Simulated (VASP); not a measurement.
Os, 2 atoms in the cell. Symmetry: P6_3/mmc, No. 194, hexagonal system. Conventional cell: a = 2.734 Å, b = 2.734 Å, c = 4.320 Å, α = 90.00°, β = 90.00°, γ = 120.00°. Os (site symmetry -6m2) has 12 Os at 2.68 to 2.73 Å within 3.5 Å. 

```yaml
Program: VASP 6.6.1
Task: single point
Functional: PBE
Potentials_or_basis: VASP PAW PBE potentials, release 64 (Os)
Cutoff: 520 eV
k_mesh: 11 × 11 × 6
Occupations: gaussian, width 0.05 eV
Spin: no spin polarisation
Dipole_correction: no
Further_INCAR_settings: ALGO = Normal; EDIFF = 1e-06; NBANDS = 15
```

Potentials or basis: VASP PAW PBE potentials, release 64 (Os).

Launch:

```console
$ cat potpaw_PBE.64/Os/POTCAR > POTCAR
$ mpirun -np 1 vasp_std > vasp.out
```

Hardware: 1 thread of Intel Xeon 6975P-C, on a shared host.

Q: How long does it take, and how much memory?

A: Run time: 20 s on 1 thread of Intel Xeon 6975P-C, with other jobs on the host, peak memory 0.15 GiB. Counts: scf iterations 12, k points 64.
